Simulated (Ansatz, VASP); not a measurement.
# Sc in VASP and in Ansatz

Contents of INCAR:

```
SYSTEM = Sc
PREC = Accurate ; ENCUT = 500
EDIFF = 1E-6 ; ISMEAR = 0
SIGMA = 0.05 ; LREAL = .FALSE.
LASPH = .TRUE. ; NELM = 120
ALGO = Normal ; ISIF = 2
LWAVE = .FALSE. ; LCHARG = .FALSE.
GGA = PE ; NBANDS = 12
GGA_COMPAT = .FALSE.
```

The input KPOINTS:

```
Automatic mesh
0
G
  8 8 8
  0 0 0
```

Contents of POSCAR:

```
Sc
1.0
    0.0000000000      2.3180672729      2.3180672729
    2.3180672729      0.0000000000      2.3180672729
    2.3180672729      2.3180672729      0.0000000000
Sc
1
Direct
    0.0000000000      0.0000000000      0.0000000000
```

Input for Ansatz:

```yaml
crystal:
  lattice:
    - [0.0, 2.3180672729, 2.3180672729]
    - [2.3180672729, 0.0, 2.3180672729]
    - [2.3180672729, 2.3180672729, 0.0]
  atoms:
    - { symbol: Sc, position: [0.0, 0.0, 0.0] }
basis:
  ecutwfc: 600
  ecutrho_ratio: 5
kpoints:
  mp_grid: { grid: [8, 8, 8] }
hamiltonian:
  xc: pbe
scf:
  occupations: { method: gaussian, width: 0.05 }
output:
  forces: true
  stress: true
  eigenvalues: true
```

Alike in both runs: task single point; functional PBE; k mesh 8 × 8 × 8; occupations gaussian, width 0.05 eV; no spin polarisation.

```csv
,VASP,Ansatz
version,VASP 6.6.1,Ansatz 0.2.0
potentials or method,"VASP PAW PBE potentials, release 64 (Sc_sv), cutoff 500 eV","scalar-relativistic, plane waves, PAW"
valence electrons in the cell,11,11
```

```tsv
	VASP	Ansatz	Ansatz less VASP
gap on the k mesh at the Fermi level (eV)	none	none	-
pressure (GPa)	-0.5	-0.5	0.00
```

A gap of «none» marks a metal or a gap that the smearing closes.
